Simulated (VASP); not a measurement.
Here is a VASP 6.6.1 calculation.

File INCAR:

```
SYSTEM = Sb
AGGAC    = 1.0          
AGGAX    = 1.0          
ALDAC    = 0.0          
ALDAX    = 1.0          
ALGO     = Normal         ! electronic algorithm
EDIFF    = 1E-7           ! SCF threshold, eV
ENCUT    = 520            ! plane-wave cutoff, eV
GGA      = B5             ! functional
ISIF     = 2              ! what is computed and relaxed
ISMEAR   = -1             ! smearing method
LASPH    = .True.         ! aspherical terms in the spheres
LCHARG   = .False.        ! write CHGCAR
LREAL    = .False.        ! projectors in reciprocal space
LWAVE    = .False.        ! write WAVECAR
NBANDS   = 12             ! bands
NELM     = 100            ! most SCF steps
PREC     = Accurate       ! precision mode
SIGMA    = 0.1            ! smearing width, eV
```

Contents of KPOINTS:

```
k-points
0
Gamma
  9 9 9
  0 0 0
```

The input POSCAR:

```
Sb
1.0
    2.1283567806      1.2288073602      8.5155463355
   -2.1283567806      1.2288073602      8.5155463355
    0.0000000000     -2.4576147204      8.5155463355
Sb
2
Direct
    0.1982491987      0.1982491987      0.1982491987
    0.8017508013      0.8017508013      0.8017508013
```

Potentials or basis: VASP PAW PBE potentials, release 64 (Sb).

The run is started by

```bash
$ cat potpaw_PBE.64/Sb/POTCAR > POTCAR
$ mpirun -np 1 vasp_std > vasp.out
```

Problem. What does it give for the pressure?

Solution. 0.2 GPa.

Problem. Predict the largest force.

Solution. 0.116 eV/Å.

Problem. Estimate the band gap on the k mesh.

Solution. 1.32 eV, direct.

Forces on the atoms (eV/Å):
```
Sb   0.000  0.000  0.116
Sb   0.000  0.000 -0.116
```

Caveat: the PAW data sets were made with another functional, which shifts forces and pressure a little; spin-orbit coupling is left out, which moves the levels of the heavy elements. A k mesh can miss the band edges.
